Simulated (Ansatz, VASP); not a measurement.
ZrS2 in VASP and in Ansatz

```
Zr S
1.0
     3.62788    0.00000    0.00000
    -1.81394    3.14184    0.00000
     0.00000    0.00000    5.88637
Zr S
1 2
Cartesian
  0.0000 0.0000 0.0000
  1.8139 1.0473 4.4336
  0.0000 2.0946 1.4528
```

Alike in both runs: functional PBEsol; k mesh 9 × 9 × 6; occupations gaussian, width 0.02 eV; no spin polarisation.

Ansatz relaxed the structure, and its values are those at the end. VASP's run is a single point on that final structure, the one shown.

|  | VASP | Ansatz |
| --- | --- | --- |
| version | VASP 6.6.1 | Ansatz 0.2.0 |
| potentials or method | VASP PAW PBE potentials, release 64 (Zr_sv, S), cutoff 500 eV | scalar-relativistic, plane waves, PAW |
| valence electrons in the cell | 24 | 24 |

Ansatz gave:

```
gap on the k mesh at the Fermi level (eV) : 0.81
least direct gap on the mesh (eV)         : 1.54
pressure (GPa)                            : 0.0
rms of the force components (eV/Å)        : 0.000
```

Which values does VASP return?

gap on the k mesh at the Fermi level (eV): 0.81; least direct gap on the mesh (eV): 1.55; pressure (GPa): 0.1; rms of the force components (eV/Å): 0.009.

VASP's potentials were made for PBE, not for PBEsol. With one functional, cell and mesh, what is left measures potentials, basis and numerics.
